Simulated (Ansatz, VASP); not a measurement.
**MnO: VASP beside Ansatz**

```xyz
2
Lattice="3.1026 0.0000 0.0000 1.5513 2.6869 0.0000 1.5513 0.8956 2.5332" Properties=species:S:1:pos:R:3 pbc="T T T"
Mn    0.0000    0.0000    0.0000
O     3.1026    1.7913    1.2666
```

Change from the starting cell: volume scaled by 0.96.

Alike in both runs: task single point; functional RPBE; dispersion D3(BJ); k mesh 10 × 10 × 10; occupations fermi-dirac, width 0.1 eV; collinear spin; Hubbard terms Mn d U = 2.0 eV.

|  | VASP | Ansatz |
| --- | --- | --- |
| version | VASP 6.6.1 | Ansatz 0.2.0 |
| potentials or method | VASP PAW PBE potentials, release 64 (Mn_pv, O), cutoff 520 eV | all-electron LAPW, scalar-relativistic |

```tsv
	VASP	Ansatz	Ansatz less VASP
gap on the k mesh at the Fermi level (eV)	none	none	-
pressure (GPa)	4.0	4.8	+0.76
net moment per atom (μB)	2.49	2.50	+0.003
size of the moment on the site where the two differ most (μB)	4.55	4.51	-0.042
```

VASP's potentials were made for PBE, not for RPBE. Site moments also hang on the region over which each program counts them. The programs project onto different local orbitals, so the same U acts differently, and such runs can settle in different states. A gap of «none» marks a metal or a gap that the smearing closes. Ansatz ran all-electron here, and VASP with PAW potentials.

Noted on Ansatz's run: the magnetic state may not be the lowest; U is the effective U less J, on atomic orbitals that reach past the spheres.
